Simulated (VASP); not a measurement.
Runs of VASP 6.6.1 on Rh. The structure is that of space group Fm-3m (No. 225), or close to it. The cells are those of the table. 

| task | cell | gap on the mesh (eV) | pressure (GPa) |
| --- | --- | --- | --- |
| single point | a = 2.650 Å, angles 60.0°, 1 atom | none | 20.3 |
| single point | a = 2.627 Å, angles 60.0°, 1 atom | none | (a) |
| single point | a = 2.677 Å, angles 60.0°, 1 atom | none | 10.1 |
| relaxation of cell and atoms | relaxed to 30 GPa from a = 2.684 Å, angles 60.0°, 1 atom | none | 30.0 |
| relaxation of cell and atoms | relaxed to 40 GPa from a = 2.684 Å, angles 60.0°, 1 atom | none | 40.0 |

Alike in all rows: level PBE; potentials or basis VASP PAW PBE potentials, release 64 (Rh_pv); no spin polarisation; k mesh 9 × 9 × 9; cutoff (eV) 500; smearing fermi-dirac 0.05 eV.

Task: Estimate the missing entries.

Result: (a) 30.3.

Caveats: the cell is relaxed towards a set pressure, so the enthalpy falls and the energy may rise (some runs).

A k mesh can miss the band edges, and the runs leave out spin-orbit coupling on Rh.

A gap of «none» marks levels without a gap at the run's occupations.
